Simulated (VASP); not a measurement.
# Al18H3C in VASP: notebook

The runs below take Al18H3C through single point, with PBE+D3(BJ).

Everything below comes from runs of VASP 6.6.1. Logs are shortened: lines on timing, memory, paths and dates and some standing lists are left out, and cuts for length are marked.

## 1. The cell of the first run

The cell holds a slab with vacuum, 22 atoms: a = 5.728 Å, b = 8.591 Å, c = 15.677 Å, α = 90.00°, β = 90.00°, γ = 60.00°.

## 2. Single point, PBE+D3(BJ)

INCAR

```
SYSTEM = Al18H3C
ALGO     = Normal         ! electronic algorithm
EDIFF    = 1E-6           ! SCF threshold, eV
ENCUT    = 520            ! plane-wave cutoff, eV
GGA      = PE             ! functional
ISIF     = 2              ! what is computed and relaxed
ISMEAR   = 0              ! smearing method
IVDW     = 12             ! dispersion correction
LASPH    = .TRUE.         ! aspherical terms in the spheres
LCHARG   = .FALSE.        ! write CHGCAR
LREAL    = Auto         
LWAVE    = .FALSE.        ! write WAVECAR
NBANDS   = 48             ! bands
NELM     = 100            ! most SCF steps
PREC     = Accurate       ! precision mode
SIGMA    = 0.15           ! smearing width, eV
```

KPOINTS

```
k-points
0
G
  3 2 1
  0 0 0
```

POSCAR

```
Al18H3C
1.0
    5.7275650000      0.0000000000      0.0000000000
    4.2956740000      7.4403250000      0.0000000000
    0.0000000000      0.0000000000     15.6765370000
Al C H
18 1 3
Direct
    0.1666665958      0.1111111410      0.0637895984
    0.6666666831      0.1111111410      0.0637895984
    0.1666667458      0.4444444295      0.0637895984
    0.6666666585      0.4444444295      0.0637895984
    0.1666666204      0.7777778524      0.0637895984
    0.6666667077      0.7777778524      0.0637895984
   -0.1558253629      0.2193525148      0.2087422752
    0.3368693862      0.2240201873      0.2087318137
   -0.1628921538      0.5583778934      0.2136883930
    0.3418587434      0.5542049574      0.2108890503
   -0.1589010580      0.8881970882      0.2072869793
    0.3431753340      0.8851064974      0.2125933808
    0.0003815142      0.0034140982      0.3548890932
    0.5099754926      0.0069046715      0.3533996060
    0.0129586937      0.3247011387      0.3549310029
    0.5127988214      0.3286414236      0.3566097538
    0.0135048696      0.6718475335      0.3534126829
    0.5038694792      0.6651740347      0.3641737330
    0.5663112939      0.6805237674      0.4907471593
    0.7836151537      0.6121559206      0.5047803606
    0.4761367469      0.8213004136      0.5111833053
    0.4755432158      0.6145790674      0.5269084620
```

Potentials or basis: VASP PAW PBE potentials, release 64 (Al, C, H).

On the command line:

```bash
> cat potpaw_PBE.64/Al/POTCAR potpaw_PBE.64/C/POTCAR potpaw_PBE.64/H/POTCAR > POTCAR
> mpirun -np 1 vasp_std > vasp.out
```

OUTCAR:

```text
SYSTEM = Al18H3C
   EDIFF = 1E-6
   ENCUT = 520
   GGA = PE
   ISIF = 2
   ISMEAR = 0
   IVDW = 12
   LASPH = .TRUE.
   LREAL = Auto
   NELM = 100
   PREC = Accurate
 IVDW          = 12

 ion  position               nearest neighbor table
   1  0.167  0.111  0.064-   7 2.78   8 2.83   2 2.86   4 2.86   5 2.86   3 2.86   6 2.86   2 2.86
                            12 2.88
   2  0.667  0.111  0.064-  11 2.80   8 2.80   7 2.83   1 2.86   4 2.86   3 2.86   5 2.86   6 2.86
                             1 2.86
   3  0.167  0.444  0.064-   8 2.80  10 2.86   9 2.86   4 2.86   2 2.86   1 2.86   5 2.86   6 2.86
                             4 2.86
   4  0.667  0.444  0.064-  10 2.81   7 2.82   3 2.86   2 2.86   1 2.86   5 2.86   3 2.86   6 2.86
                             9 2.90
   5  0.167  0.778  0.064-  11 2.77  10 2.84   6 2.86   2 2.86   1 2.86   3 2.86   4 2.86   6 2.86
                            12 2.87
   6  0.667  0.778  0.064-  11 2.81  12 2.83   9 2.86   5 2.86   2 2.86   1 2.86   3 2.86   5 2.86
                             4 2.86
   7  0.844  0.219  0.209-   1 2.78  13 2.80  15 2.81   4 2.82   2 2.83  16 2.84   8 2.84  11 2.85
                            12 2.87  10 2.88   8 2.89   9 2.89
   8  0.337  0.224  0.209-  14 2.79  15 2.80   2 2.80   3 2.80   1 2.83   7 2.84  16 2.85  10 2.85
                             9 2.87   7 2.89  11 2.89  12 2.89
   9  0.837  0.558  0.214-  17 2.78  15 2.82  12 2.82  11 2.85  10 2.86   6 2.86   3 2.86   8 2.87
[... 4 lines left out ...]
                            12 2.86  12 2.87  10 2.87   8 2.89
  12  0.343  0.885  0.213-  13 2.81  14 2.81   9 2.82   6 2.83  10 2.85  11 2.86   7 2.87  11 2.87
                             5 2.87   1 2.88  18 2.89   8 2.89
  13  0.000  0.003  0.355-  16 2.79  14 2.79  15 2.80   7 2.80  12 2.81  17 2.81  11 2.84  18 2.90
                            14 2.93
  14  0.510  0.007  0.353-  16 2.77   8 2.79  15 2.79  13 2.79  12 2.81  11 2.82  17 2.88  13 2.93
                            18 2.96
  15  0.013  0.325  0.355-  14 2.79  13 2.80   8 2.80   7 2.81   9 2.82  16 2.85  16 2.88  18 2.92
                            17 2.98
  16  0.513  0.329  0.357-  14 2.77  13 2.79  10 2.83   7 2.84   8 2.85  15 2.85  18 2.87  15 2.88
                            17 2.91
  17  0.014  0.672  0.353-  10 2.77   9 2.78  18 2.79  11 2.80  13 2.81  14 2.88  16 2.91  18 2.95
                            15 2.98
  18  0.504  0.665  0.364-  19 2.03  17 2.79  16 2.87   9 2.88  12 2.89  13 2.90  10 2.90  15 2.92
                            17 2.95  14 2.96
  19  0.566  0.681  0.491-  22 1.10  21 1.10  20 1.10  18 2.03
  20  0.784  0.612  0.505-  19 1.10
  21  0.476  0.821  0.511-  19 1.10
  22  0.476  0.615  0.527-  19 1.10

  LATTYP: Found a simple monoclinic cell.
 ALAT       =     5.7275650000
 B/A-ratio  =     2.7370334514
 C/A-ratio  =     1.3228756151
 COS(beta)  =    -0.1889822093

  Lattice vectors:

 A1 = (   5.7275650000,   0.0000000000,   0.0000000000)
 A2 = (   0.0000000000,   0.0000000000, -15.6765370000)
 A3 = (  -1.4318910000,   7.4403250000,   0.0000000000)

Analysis of symmetry for initial positions (statically):
[... 179 lines left out ...]
   EFERMI_NEDOS =   21; number of points for ismear=-14 and -15
   IALGO  =     38    algorithm
   IMIX   =      4    mixing-type and parameters
     AMIX     =   0.40;   BMIX     =  1.00
     AMIX_MAG =   1.60;   BMIX_MAG =  1.00
  volume/ion in A,a.u.               =      30.37       204.92
  Fermi-wavevector in a.u.,A,eV,Ry     =   0.737192  1.393091  7.394119  0.543452
  Thomas-Fermi vector in A             =   1.830814
   LORBIT       =      0    0 simple, 1 ext, 2 COOP (PROOUT), +10 PAW based schemes
   GGA     = PE    functional components
   LHFCALC =     F    Hartree Fock is set to
   AEXX    =    0.0000 exact exchange contribution
   IVDW    =    12    specifies the selected vdW correction
   LEPSILON=     F    determine dielectric tensor
   LRPA    =     F    only Hartree local field effects (RPA)
 non-spin polarized calculation
 Gauss-broadening in eV      SIGMA  =   0.15
  energy-cutoff  :      520.00
  volume of cell :      668.05
 maximum number of plane-waves:     17998
 NGX is ok and might be reduce to    42
   NGX = 21   NGY = 31   NGZ = 59

 number of electron      61.0000000 magnetization

 Free energy of the ion-electron system (eV)
  ---------------------------------------------------
  ext. energy  EPLUGINS =         0.00000000
  ---------------------------------------------------
  free energy    TOTEN  =       -83.16040443 eV

  energy without entropy =      -83.01413268  energy(sigma->0) =      -83.08726855

 E-fermi :   1.3584     XC(G=0):  -5.9372

 val. band max:        1.3175918425   @ k =   0.0000   0.0000   0.0000
 cond. band min:       1.4049863195   @ k =   0.0000   0.5000   0.0000
 fundamental gap:      0.0873944770
 Fermi energy:         1.3583590014

 k-point     1 :       0.0000    0.0000    0.0000
  band No.  band energies     occupation
      1     -11.2006      2.00000
      2      -9.0150      2.00000
      3      -7.2064      2.00000
      4      -6.4073      2.00000
      5      -6.3739      2.00000
      6      -4.7412      2.00000
[... 169 lines left out ...]
     41       3.9478      0.00000
     42       3.9884      0.00000
 [bands above 42 left out]

------------------------ aborting loop because EDIFF is reached ----------------------------------------

 Edisp (eV)   -4.40778

 E8    (eV) :    -2.0138

  FORCE on cell =-STRESS in cart. coord.  units (eV):
  Direction    XX          YY          ZZ          XY          YZ          ZX
  --------------------------------------------------------------------------------------
  -------------------------------------------------------------------------------------
  Total      -7.80194    -8.83821     0.17280     0.59349    -0.15083    -1.32440
  in kB     -18.71118   -21.19644     0.41442     1.42336    -0.36174    -3.17628
  external pressure =      -13.16 kB  Pullay stress =        0.00 kB

 VOLUME and BASIS-vectors are now :
 -----------------------------------------------------------------------------
  energy-cutoff  :      520.00
  volume of cell :      668.05
      direct lattice vectors                 reciprocal lattice vectors
     5.727565000  0.000000000  0.000000000     0.174594265 -0.100802054  0.000000000
     4.295674000  7.440325000  0.000000000     0.000000000  0.134402731  0.000000000
     0.000000000  0.000000000 15.676537000     0.000000000  0.000000000  0.063789598

 POSITION                                       TOTAL-FORCE (eV/Angst)
 -----------------------------------------------------------------------------------
      1.43189      0.82670      1.00000         0.080121      0.066587     -0.129332
      4.29567      0.82670      1.00000        -0.001799      0.021928     -0.153846
      2.86378      3.30681      1.00000        -0.025416     -0.073982     -0.009119
      5.72757      3.30681      1.00000         0.064623     -0.070450      0.039005
      4.29567      5.78692      1.00000        -0.008152      0.011252      0.077269
      7.15946      5.78692      1.00000         0.085494      0.053444      0.100622
[... 14 lines left out ...]
      6.25514      6.11074      8.01358        -0.046135      0.016335      0.019318
      5.36374      4.57267      8.26010        -0.073820     -0.010544      0.009106
 -----------------------------------------------------------------------------------
    total drift:                                0.000659      0.001507     -0.006687

  FREE ENERGIE OF THE ION-ELECTRON SYSTEM (eV)
  ---------------------------------------------------
  free  energy   TOTEN  =       -87.5681866617 eV

  energy  without entropy=      -87.4219149188  energy(sigma->0) =      -87.49505079
```

Run time: 7.4 min. Hardware: 1 thread of Intel Xeon 8259CL, shared host; peak memory 0.73 GiB.

Results:

- Free energy: -87.5682 eV
- Largest force: 0.166 eV/Å
- Band gap on the k mesh: zero (an odd number of electrons rules out a gap without spin polarisation)
- Dispersion energy per atom: -0.200 eV

Forces on the atoms (eV/Å):
```
Al   0.080  0.067 -0.129
Al  -0.002  0.022 -0.154
Al  -0.025 -0.074 -0.009
Al   0.065 -0.070  0.039
Al  -0.008  0.011  0.077
Al   0.085  0.053  0.101
Al  -0.002  0.005  0.003
Al   0.001  0.005  0.003
Al  -0.004  0.005  0.006
Al   0.002  0.003  0.008
Al  -0.002  0.002  0.004
Al  -0.002  0.002  0.003
Al   0.000  0.003 -0.002
Al   0.001 -0.005  0.001
Al  -0.001  0.003  0.002
Al   0.000 -0.003 -0.002
Al  -0.010  0.006  0.002
Al  -0.003 -0.003  0.000
C   -0.025 -0.030  0.008
H   -0.029 -0.009  0.012
H   -0.046  0.016  0.019
H   -0.074 -0.011  0.009
```

Caveat: the k points lie up to 0.42 Å⁻¹ apart, too coarse for converged energies and pressures of a metal; there is no dipole correction, which matters where the two faces differ.

## 3. Single point, PBE+D3(BJ)

INCAR

```
SYSTEM = Al18H3C
PREC = Accurate ; ENCUT = 520
EDIFF = 1E-7 ; ISMEAR = 0
SIGMA = 0.15 ; LREAL = Auto
LASPH = .True. ; NELM = 60
ALGO = Normal ; ISIF = 2
LWAVE = .False. ; LCHARG = .False.
GGA = PE ; IVDW = 12
NBANDS = 48
```

KPOINTS

```
regular mesh
0
Gamma
  3 2 1
  0 0 0
```

POSCAR

```
Al18H3C
1.0
    5.7275650000      0.0000000000      0.0000000000
    4.2956740000      7.4403250000      0.0000000000
    0.0000000000      0.0000000000     15.6765370000
Al C H
18 1 3
Direct
    0.1666665958      0.1111111410      0.0637895984
    0.6666666831      0.1111111410      0.0637895984
    0.1666667458      0.4444444295      0.0637895984
    0.6666666585      0.4444444295      0.0637895984
    0.1666666204      0.7777778524      0.0637895984
    0.6666667077      0.7777778524      0.0637895984
   -0.1529602969      0.2146804071      0.2091537181
    0.3375148227      0.2221900253      0.2079210479
   -0.1596352386      0.5555461623      0.2131971493
    0.3472333738      0.5493874260      0.2080628521
   -0.1559920612      0.8839843690      0.2080451186
    0.3449888854      0.8822382087      0.2135632379
    0.0034908151     -0.0015079986      0.3571783743
    0.5033981091      0.0144325685      0.3519609592
    0.0139066744      0.3239250974      0.3543691442
    0.5133516810      0.3322346806      0.3569837522
    0.0360963604      0.6624459281      0.3513126018
    0.5117024505      0.6621230927      0.3631521426
    0.6379340627      0.6928691959      0.4815508680
    0.8580189529      0.6250599268      0.4914034267
    0.5545292346      0.8337170755      0.5011222823
    0.5604606641      0.6274368391      0.5241874529
```

Potentials or basis: VASP PAW PBE potentials, release 64 (Al, C, H).

On the command line:

```bash
> cat potpaw_PBE.64/Al/POTCAR potpaw_PBE.64/C/POTCAR potpaw_PBE.64/H/POTCAR > POTCAR
> mpirun -np 1 vasp_std > vasp.out
```

OUTCAR:

```text
SYSTEM = Al18H3C
   PREC = Accurate
   ENCUT = 520
   EDIFF = 1E-7
   ISMEAR = 0
   LREAL = Auto
   LASPH = .True.
   NELM = 60
   ISIF = 2
   GGA = PE
   IVDW = 12
 IVDW          = 12

 ion  position               nearest neighbor table
   1  0.167  0.111  0.064-   7 2.78   8 2.81   2 2.86   4 2.86   5 2.86   3 2.86   6 2.86   2 2.86
                            12 2.90
   2  0.667  0.111  0.064-   8 2.79   7 2.82  11 2.82   1 2.86   4 2.86   3 2.86   5 2.86   6 2.86
                             1 2.86
   3  0.167  0.444  0.064-   8 2.80  10 2.82   9 2.85   4 2.86   2 2.86   1 2.86   5 2.86   6 2.86
                             4 2.86
   4  0.667  0.444  0.064-  10 2.76   7 2.85   3 2.86   2 2.86   1 2.86   5 2.86   3 2.86   6 2.86
                             9 2.89
   5  0.167  0.778  0.064-  11 2.77  10 2.83   6 2.86   2 2.86   1 2.86   3 2.86   4 2.86   6 2.86
                            12 2.88
   6  0.667  0.778  0.064-  11 2.81  12 2.84   5 2.86   2 2.86   1 2.86   3 2.86   5 2.86   4 2.86
                             9 2.87
   7  0.847  0.215  0.209-   1 2.78  15 2.81   2 2.82  13 2.82   8 2.84  16 2.85   4 2.85  11 2.85
                            12 2.85  10 2.87   8 2.89   9 2.91
   8  0.338  0.222  0.208-  14 2.74   2 2.79   3 2.80  15 2.80   1 2.81  10 2.84   7 2.84   9 2.86
                            16 2.88   7 2.89  12 2.90  11 2.90
[... 434 lines left out ...]
     41       3.9923      0.00000
     42       4.0557      0.00000
 [bands above 42 left out]

------------------------ aborting loop because EDIFF is reached ----------------------------------------

 Edisp (eV)   -4.42476

 E8    (eV) :    -2.0203

  FORCE on cell =-STRESS in cart. coord.  units (eV):
  Direction    XX          YY          ZZ          XY          YZ          ZX
  --------------------------------------------------------------------------------------
  -------------------------------------------------------------------------------------
  Total      -7.51402    -8.52232     0.83317     0.71333    -0.07981    -2.12127
  in kB     -18.02066   -20.43885     1.99816     1.71075    -0.19140    -5.08739
  external pressure =      -12.15 kB  Pullay stress =        0.00 kB

 VOLUME and BASIS-vectors are now :
 -----------------------------------------------------------------------------
  energy-cutoff  :      520.00
  volume of cell :      668.05
      direct lattice vectors                 reciprocal lattice vectors
     5.727565000  0.000000000  0.000000000     0.174594265 -0.100802054  0.000000000
     4.295674000  7.440325000  0.000000000     0.000000000  0.134402731  0.000000000
     0.000000000  0.000000000 15.676537000     0.000000000  0.000000000  0.063789598

 POSITION                                       TOTAL-FORCE (eV/Angst)
 -----------------------------------------------------------------------------------
      1.43189      0.82670      1.00000         0.094390      0.104877     -0.126365
      4.29567      0.82670      1.00000        -0.013892      0.034521     -0.131941
      2.86378      3.30681      1.00000        -0.064359     -0.111539     -0.084237
      5.72757      3.30681      1.00000         0.118288     -0.073338      0.000421
      4.29567      5.78692      1.00000         0.012116      0.002292      0.026874
      7.15946      5.78692      1.00000         0.100848      0.030657      0.166485
[... 14 lines left out ...]
      6.75748      6.20313      7.85586        -0.089264      0.018621      0.035898
      5.90534      4.66833      8.21744        -0.117040     -0.011521      0.104561
 -----------------------------------------------------------------------------------
    total drift:                                0.001648      0.001872     -0.004511

  FREE ENERGIE OF THE ION-ELECTRON SYSTEM (eV)
  ---------------------------------------------------
  free  energy   TOTEN  =       -87.4077571233 eV

  energy  without entropy=      -87.2607747435  energy(sigma->0) =      -87.33426593
```

Wall time 8.2 min (1 thread of Intel Xeon 8259CL, shared host); peak memory 0.73 GiB.

What came out:

- Free energy: -87.4078 eV
- Largest force: 0.197 eV/Å
- Band gap on the k mesh: zero (an odd number of electrons rules out a gap without spin polarisation)
- Dispersion energy per atom: -0.201 eV

Forces in eV/Å, atoms in the order of the input:
```
Al   0.094  0.105 -0.126
Al  -0.014  0.035 -0.132
Al  -0.064 -0.112 -0.084
Al   0.118 -0.073  0.000
Al   0.012  0.002  0.027
Al   0.101  0.031  0.166
Al   0.006  0.004 -0.004
Al   0.005  0.002  0.003
Al   0.017  0.014  0.009
Al   0.007  0.006  0.000
Al   0.006  0.008 -0.012
Al   0.005  0.002  0.003
Al   0.003  0.006 -0.006
Al   0.009 -0.015  0.007
Al   0.021  0.003  0.001
Al   0.013 -0.010 -0.004
Al   0.029  0.014 -0.013
Al   0.014 -0.003  0.007
C   -0.096 -0.007  0.041
H   -0.078 -0.017 -0.022
H   -0.089  0.019  0.036
H   -0.117 -0.012  0.105
```

Caveat: the k points lie up to 0.42 Å⁻¹ apart, too coarse for converged energies and pressures of a metal; there is no dipole correction, which matters where the two faces differ.

[end of part 1 of 2]

The gap in the log of VASP goes by the Fermi energy; the results here count the filled bands.